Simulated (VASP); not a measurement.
# H2C18O in VASP: single point with PBE+D3(BJ)

Aim: the single point of H2C18O with PBE+D3(BJ).

Program: VASP 6.6.1. These are calculated values, not measurements. Logs are shortened: lines on timing, memory, paths and dates and some standing lists are left out, and cuts for length are marked.

### 1 The cell of the first run

The cell holds a slab with vacuum, 21 atoms: a = 7.398 Å, b = 7.398 Å, c = 11.000 Å, α = 90.00°, β = 90.00°, γ = 120.00°.

### 2 Single point, PBE+D3(BJ)

INCAR

```
PREC     = Accurate       # precision mode
ENCUT    = 520            # plane-wave cutoff, eV
EDIFF    = 1E-6           # SCF threshold, eV
ISMEAR   = -1             # smearing method
SIGMA    = 0.05           # smearing width, eV
LREAL    = Auto         
LASPH    = T              # aspherical terms in the spheres
NELM     = 80             # most SCF steps
ALGO     = Normal         # electronic algorithm
ISIF     = 2              # what is computed and relaxed
LWAVE    = F              # write WAVECAR
LCHARG   = T              # write CHGCAR
GGA      = PE             # functional
IVDW     = 12             # dispersion correction
LELF     = T              # ELF
LVHAR    = T            
NBANDS   = 56             # bands
```

KPOINTS

```
regular mesh
0
Gamma
  2 2 1
```

POSCAR

```
H2C18O
1.0
    7.3980000000      0.0000000000      0.0000000000
   -3.6990000000      6.4068560000      0.0000000000
    0.0000000000      0.0000000000     11.0000000000
C O H
18 1 2
Direct
   -0.0055982041     -0.0078788540      0.0688722274
    0.2176744107      0.1037165130      0.0689302992
   -0.0052887618      0.3266817966      0.0686369959
    0.2175116120      0.4380962107      0.0688166243
   -0.0043212096      0.6599170423      0.0686749226
    0.2164290784      0.7701663965      0.0687929715
    0.3280042747     -0.0065773969      0.0689141833
    0.5506526307      0.1046715820      0.0688035519
    0.3289953805      0.3263973879      0.0689262092
    0.5497633692      0.4368273605      0.0688815962
    0.3277753309      0.6588708490      0.0688589345
    0.5510382064      0.7704087320      0.0689228247
    0.6622630341     -0.0069414586      0.0688038723
    0.8829954107      0.1032811104      0.0687402455
    0.6609005690      0.3254296653      0.0687047073
    0.8842663717      0.4371512473      0.0685610952
    0.6613528232      0.6600928078      0.0688971148
    0.8839835726      0.7713602633      0.0688328567
    0.9251338049      0.3926911432      0.3742920767
    1.0335879041      0.3664377537      0.4035184321
    0.9368820916      0.3910028479      0.2863456588
```

Potentials or basis: VASP PAW PBE potentials, release 64 (C, O, H).

The run is started by

```sh
> cat potpaw_PBE.64/C/POTCAR potpaw_PBE.64/O/POTCAR potpaw_PBE.64/H/POTCAR > POTCAR
> mpirun -np 1 vasp_std > vasp.out
```

OUTCAR:

```text
PREC = Accurate
   ENCUT = 520
   EDIFF = 1E-6
   ISMEAR = -1
   LREAL = Auto
   LASPH = T
   NELM = 80
   ISIF = 2
   GGA = PE
   IVDW = 12
 IVDW          = 12

 ion  position               nearest neighbor table
   1  0.994  0.992  0.069-  18 1.41  14 1.43   2 1.43
   2  0.218  0.104  0.069-   7 1.41   9 1.43   1 1.43
   3  0.995  0.327  0.069-  16 1.42   4 1.43  14 1.43
   4  0.218  0.438  0.069-  11 1.41   3 1.43   9 1.43
   5  0.996  0.660  0.069-   6 1.41  16 1.43  18 1.43
   6  0.216  0.770  0.069-   5 1.41  11 1.43   7 1.43
[... 10 lines left out ...]
  17  0.661  0.660  0.069-  12 1.41  18 1.43  10 1.43
  18  0.884  0.771  0.069-   1 1.41  17 1.43   5 1.43
  19  0.925  0.393  0.374-  20 0.97  21 0.97
  20  0.034  0.366  0.404-  19 0.97
  21  0.937  0.391  0.286-  19 0.97

  LATTYP: Found a hexagonal cell.
 ALAT       =     7.3980000000
 C/A-ratio  =     1.4868883482

  Lattice vectors:

 A1 = (   7.3980000000,   0.0000000000,   0.0000000000)
 A2 = (  -3.6990000000,   6.4068560000,   0.0000000000)
 A3 = (   0.0000000000,   0.0000000000,  11.0000000000)

Analysis of symmetry for initial positions (statically):
=====================================================================
 Subroutine PRICEL returns:
 Original cell was already a primitive cell.

 Routine SETGRP: Setting up the symmetry group for a
 hexagonal supercell.

 Subroutine GETGRP returns: Found  1 space group operations
 (whereof  1 operations were pure point group operations)
 out of a pool of 24 trial point group operations.

The static configuration has the point symmetry C_1 .

Analysis of symmetry for dynamics (positions and initial velocities):
=====================================================================
 Subroutine PRICEL returns:
 Original cell was already a primitive cell.

 Routine SETGRP: Setting up the symmetry group for a
 hexagonal supercell.

 Subroutine GETGRP returns: Found  1 space group operations
 (whereof  1 operations were pure point group operations)
 out of a pool of 24 trial point group operations.

The dynamic configuration has the point symmetry C_1 .

 Subroutine INISYM returns: Found  1 space group operations
 (whereof  1 operations are pure point group operations),
 and found     1 'primitive' translations

----------------------------------------------------------------------------------------

                                     Primitive cell

  volume of cell :     521.3771

  direct lattice vectors                    reciprocal lattice vectors
     7.398000000  0.000000000  0.000000000     0.135171668  0.078041398  0.000000000
    -3.699000000  6.406856000  0.000000000     0.000000000  0.156082796  0.000000000
     0.000000000  0.000000000 11.000000000     0.000000000  0.000000000  0.090909091

  length of vectors
     7.398000000  7.398000054 11.000000000     0.156082797  0.156082796  0.090909091

  position of ions in fractional coordinates (direct lattice)
     0.994401796  0.992121146  0.068872227
     0.217674411  0.103716513  0.068930299
     0.994711238  0.326681797  0.068636996
     0.217511612  0.438096211  0.068816624
     0.995678790  0.659917042  0.068674923
     0.216429078  0.770166397  0.068792972
[... 13 lines left out ...]
     0.033587904  0.366437754  0.403518432
     0.936882092  0.391002848  0.286345659

  ion indices of the primitive-cell ions
   primitive index   ion index
                 1           1
                 2           2
                 3           3
                 4           4
                 5           5
                 6           6
[... 13 lines left out ...]
                20          20
                21          21

----------------------------------------------------------------------------------------

 KPOINTS: regular mesh

Automatic generation of k-mesh.
 Grid dimensions read from file:
 generate k-points for:    2    2    1

 Generating k-lattice:

  Cartesian coordinates                     Fractional coordinates (reciprocal lattice)
     0.067585834  0.039020699  0.000000000     0.500000000 -0.000000000  0.000000000
     0.000000000  0.078041398  0.000000000     0.000000000  0.500000000  0.000000000
     0.000000000  0.000000000  0.090909091     0.000000000  0.000000000  1.000000000

  Length of vectors
     0.078041399  0.078041398  0.090909091

  Shift w.r.t. Gamma in fractional coordinates (k-lattice)
     0.000000000  0.000000000  0.000000000

 Subroutine IBZKPT returns following result:
 ===========================================

 Found      4 irreducible k-points:

 Following reciprocal coordinates:
            Coordinates               Weight
  0.000000  0.000000  0.000000      1.000000
  0.500000 -0.000000  0.000000      1.000000
  0.000000  0.500000  0.000000      1.000000
  0.500000  0.500000  0.000000      1.000000
   k-points           NKPTS =      4   k-points in BZ     NKDIM =      4   number of bands    NBANDS=     56
   number of dos      NEDOS =    301   number of ions     NIONS =     21
   total plane-waves  NPLWV = 263424
   dimension x,y,z NGX =    56 NGY =   56 NGZ =   84
   dimension x,y,z NGXF=   112 NGYF=  112 NGZF=  168
   ions per type =              18   1   2
   NGX,Y,Z   is equivalent  to a cutoff of  12.58, 12.58, 12.70 a.u.
   NGXF,Y,Z  is equivalent  to a cutoff of  25.17, 25.17, 25.39 a.u.
 SYSTEM =  unknown system
   PREC   = accura    normal or accurate (medium, high low for compatibility)
   ISTART =      0    job   : 0-new  1-cont  2-samecut
   ICHARG =      2    charge: 1-file 2-atom 10-const
   ISPIN  =      1    spin polarized calculation?
   LNONCOLLINEAR =      F non collinear calculations
   LSORBIT =      F    spin-orbit coupling
   LASPH  =      T    aspherical Exc in radial PAW
   ENCUT  =  520.0 eV  38.22 Ry    6.18 a.u.  13.76 13.76 20.45*2*pi/ulx,y,z
   NELM   =     80;   NELMIN=  2; NELMDL= -5     # of ELM steps
   EDIFF  = 0.1E-05   stopping-criterion for ELM
   LREAL  =      T    real-space projection
   EDIFFG = 0.1E-04   stopping-criterion for IOM
   NSW    =      0    number of steps for IOM
   IBRION =     -1    ionic relax: 0-MD 1-quasi-New 2-CG
   NFREE  =      0    steps in history (QN), initial steepest desc. (CG)
   ISIF   =      2    stress and relaxation
   ISYM   =      2    0-nonsym 1-usesym 2-fastsym
   POTIM  = 0.5000    time-step for ionic-motion
   TEBEG  =    0.0;   TEEND  =   0.0 temperature during run
   PSTRESS=    0.0 pullay stress
   NELECT =      80.0000    total number of electrons
   NUPDOWN=      -1.0000    fix difference up-down
   EMIN   =  10.00;   EMAX   =-10.00  energy-range for DOS
   EFERMI =   0.00;   METHOD = LEGACY
   ISMEAR =    -1;   SIGMA  =   0.05  broadening in eV -4-tet -1-fermi 0-gaus
   EFERMI_NEDOS =   21; number of points for ismear=-14 and -15
   IALGO  =     38    algorithm
   IMIX   =      4    mixing-type and parameters
     AMIX     =   0.40;   BMIX     =  1.00
     AMIX_MAG =   1.60;   BMIX_MAG =  1.00
  volume/ion in A,a.u.               =      24.83       167.54
  Fermi-wavevector in a.u.,A,eV,Ry     =   0.876437  1.656226 10.451210  0.768142
  Thomas-Fermi vector in A             =   1.996247
   LORBIT       =      0    0 simple, 1 ext, 2 COOP (PROOUT), +10 PAW based schemes
   GGA     = PE    functional components
   LHFCALC =     F    Hartree Fock is set to
   AEXX    =    0.0000 exact exchange contribution
   IVDW    =    12    specifies the selected vdW correction
   LEPSILON=     F    determine dielectric tensor
   LRPA    =     F    only Hartree local field effects (RPA)
 non-spin polarized calculation
  energy-cutoff  :      520.00
  volume of cell :      521.38
 maximum number of plane-waves:     14099
 NGX is ok and might be reduce to    56
   NGX = 27   NGY = 27   NGZ = 41

 number of electron      80.0000004 magnetization

 Free energy of the ion-electron system (eV)
  ---------------------------------------------------
  ext. energy  EPLUGINS =         0.00000000
  ---------------------------------------------------
  free energy    TOTEN  =      -179.88894714 eV

  energy without entropy =     -179.83680201  energy(sigma->0) =     -179.86287458

 E-fermi :  -1.5629     XC(G=0):  -4.4489

 val. band max:       -1.6143785481   @ k =   0.0000   0.0000   0.0000
 cond. band min:      -1.5031594092   @ k =   0.0000   0.0000   0.0000
 fundamental gap:      0.1112191388
 Fermi energy:        -1.5628805085

 k-point     1 :       0.0000    0.0000    0.0000
  band No.  band energies     occupation
      1     -22.2159      2.00000
      2     -21.0835      2.00000
      3     -18.5485      2.00000
      4     -18.5240      2.00000
      5     -18.5198      2.00000
      6     -18.5046      2.00000
[... 44 lines left out ...]
     51       3.7497      0.00000
     52       4.5889      0.00000

 k-point     2 :       0.5000   -0.0000    0.0000
  band No.  band energies     occupation
      1     -22.2157      2.00000
      2     -20.4393      2.00000
      3     -20.4201      2.00000
      4     -19.1627      2.00000
      5     -19.1119      2.00000
      6     -16.6803      2.00000
[... 44 lines left out ...]
     51       4.3536      0.00000
     52       4.4780      0.00000

 k-point     3 :       0.0000    0.5000    0.0000
  band No.  band energies     occupation
      1     -22.2157      2.00000
      2     -20.4406      2.00000
      3     -20.4188      2.00000
      4     -19.1627      2.00000
      5     -19.1120      2.00000
      6     -16.6807      2.00000
[... 44 lines left out ...]
     51       4.3510      0.00000
     52       4.5193      0.00000

 k-point     4 :       0.5000    0.5000    0.0000
  band No.  band energies     occupation
      1     -22.2157      2.00000
      2     -20.4384      2.00000
      3     -20.4211      2.00000
      4     -19.1607      2.00000
      5     -19.1138      2.00000
      6     -16.6776      2.00000
[... 44 lines left out ...]
     51       4.3669      0.00000
     52       4.4542      0.00000
 [bands above 52 left out]

------------------------ aborting loop because EDIFF is reached ----------------------------------------

 Edisp (eV)   -1.72271

 E8    (eV) :    -0.5251

  FORCE on cell =-STRESS in cart. coord.  units (eV):
  Direction    XX          YY          ZZ          XY          YZ          ZX
  --------------------------------------------------------------------------------------
  -------------------------------------------------------------------------------------
  Total       0.99176     1.11525    -0.10363     0.10289    -0.00854     0.04942
  in kB       3.04766     3.42712    -0.31847     0.31617    -0.02623     0.15186
  external pressure =        2.05 kB  Pullay stress =        0.00 kB

 VOLUME and BASIS-vectors are now :
 -----------------------------------------------------------------------------
  energy-cutoff  :      520.00
  volume of cell :      521.38
      direct lattice vectors                 reciprocal lattice vectors
     7.398000000  0.000000000  0.000000000     0.135171668  0.078041398  0.000000000
    -3.699000000  6.406856000  0.000000000     0.000000000  0.156082796  0.000000000
     0.000000000  0.000000000 11.000000000     0.000000000  0.000000000  0.090909091

 POSITION                                       TOTAL-FORCE (eV/Angst)
 -----------------------------------------------------------------------------------
      3.68673      6.35638      0.75759        -0.002373      0.002796      0.000393
      1.22671      0.66450      0.75823        -0.004380      0.000794      0.000143
      6.15048      2.09300      0.75501         0.005394     -0.008859      0.001954
     -0.01137      2.80682      0.75698        -0.001277     -0.011549     -0.003987
      4.92500      4.22799      0.75542        -0.005435      0.003237     -0.001495
     -1.24770      4.93435      0.75672         0.004848      0.007356     -0.001675
[... 13 lines left out ...]
     -1.10697      2.34771      4.43870         0.086417     -0.017390      0.082117
      5.48473      2.50510      3.14980        -0.030055      0.005126     -0.111133
 -----------------------------------------------------------------------------------
    total drift:                               -0.009387      0.007309     -0.040175

  FREE ENERGIE OF THE ION-ELECTRON SYSTEM (eV)
  ---------------------------------------------------
  free  energy   TOTEN  =      -181.6116540578 eV

  energy  without entropy=     -181.5595089226  energy(sigma->0) =     -181.58558149
```

It took 3.2 min on 1 thread of Intel Xeon Platinum 8488C (Sapphire Rapids), shared host; peak memory 0.59 GiB.

What came out:

* Free energy: -181.6117 eV
* Largest force: 0.120 eV/Å
* Band gap on the k mesh: 0.11 eV
* Dispersion energy per atom: -0.082 eV

Forces in eV/Å, atoms in the order of the input:
```
C   -0.002  0.003  0.000
C   -0.004  0.001  0.000
C    0.005 -0.009  0.002
C   -0.001 -0.012 -0.004
C   -0.005  0.003 -0.001
C    0.005  0.007 -0.002
C    0.001 -0.002  0.002
C    0.004 -0.007 -0.001
C   -0.003 -0.001  0.002
C   -0.003  0.002 -0.003
C    0.001  0.014  0.001
C   -0.008  0.002  0.002
C   -0.010 -0.001  0.001
C    0.009  0.008 -0.003
C    0.006  0.002 -0.001
C   -0.001 -0.007 -0.005
C    0.000 -0.004  0.001
C    0.003  0.001  0.001
O   -0.050  0.011  0.038
H    0.086 -0.017  0.082
H   -0.030  0.005 -0.111
```

Caveat: the k points lie up to 0.49 Å⁻¹ apart.
